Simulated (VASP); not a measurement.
**Mo: relaxation of cell and atoms with LDA**

Mo:

```
Mo
1.0
    -1.57342    1.57342    1.57342
     1.57342   -1.57342    1.57342
     1.57342    1.57342   -1.57342
Mo
1
Direct
  0.00000 0.00000 0.00000
```

```json
{"Program": "VASP 6.6.1", "Task": "relaxation of cell and atoms", "Functional": "LDA", "Potentials or basis": "VASP PAW LDA potentials, release 64 (Mo_sv)", "Cutoff": "600 eV", "k mesh": "24 × 24 × 24", "Occupations": "fermi-dirac, width 0.08 eV", "Spin": "no spin polarisation", "Dipole correction": "no", "Further INCAR settings": "ALGO = Normal; EDIFF = 1e-07; IBRION = 2; EDIFFG = -0.002; NSW = 100; ISIF = 3"}
```

```yaml
Relaxed_volume: 15.12 Å³/atom
Relaxed_cell: a = 2.698 Å, b = 2.698 Å, c = 2.698 Å, α = 109.47°, β = 109.47°, γ = 109.47°
Space_group_after_relaxing_to_0.1_Å: Im-3m (No. 229)
Energy_gained_by_relaxing: 11.9 meV/atom
Ionic_steps: 7
Pressure_after_relaxing: 0.0 GPa
Band_gap_on_the_k_mesh: zero (bands 7 and 8 overlap by 5.64 eV)
```

Step by step:
```tsv
step	energy change (eV)	largest force (eV/Å)	pressure (GPa)	volume (Å³)
1	0.0000	0.0000	-8.15	15.58
2	0.1000	0.0000	30.56	13.86
3	-0.0119	0.0000	-0.31	15.14
4	-0.0119	0.0000	-0.04	15.13
5	-0.0119	0.0000	0.13	15.12
6	-0.0119	0.0000	-0.32	15.14
7	-0.0119	0.0000	0.00	15.12
```

Final structure:
```
Mo
1.0
    -1.55791    1.55791    1.55791
     1.55791   -1.55791    1.55791
     1.55791    1.55791   -1.55791
Mo
1
Direct
  0.00000 0.00000 0.00000
```

Levels at points of the mesh, in eV from the Fermi level:
```tsv
k point	band 3	band 4	band 5	band 6	band 7	band 8	band 9	band 10	band 11
(0.00, 0.00, 0.00)	-34.34	-34.34	-7.37	-1.48	-1.48	-1.48	1.65	1.65	14.84
(0.50, 0.00, 0.00)	-34.84	-34.35	-5.57	-3.61	1.71	1.78	2.36	4.98	12.00
(0.50, 0.50, 0.50)	-35.42	-35.42	-5.76	-5.76	4.17	4.17	4.17	9.28	9.28
```

It took 11 min on 1 thread of AMD EPYC 7R13, with other jobs on the host, peak memory 0.19 GiB.

LDA usually gives volumes a few per cent too small. Zero-point motion and thermal expansion aren't in these numbers.
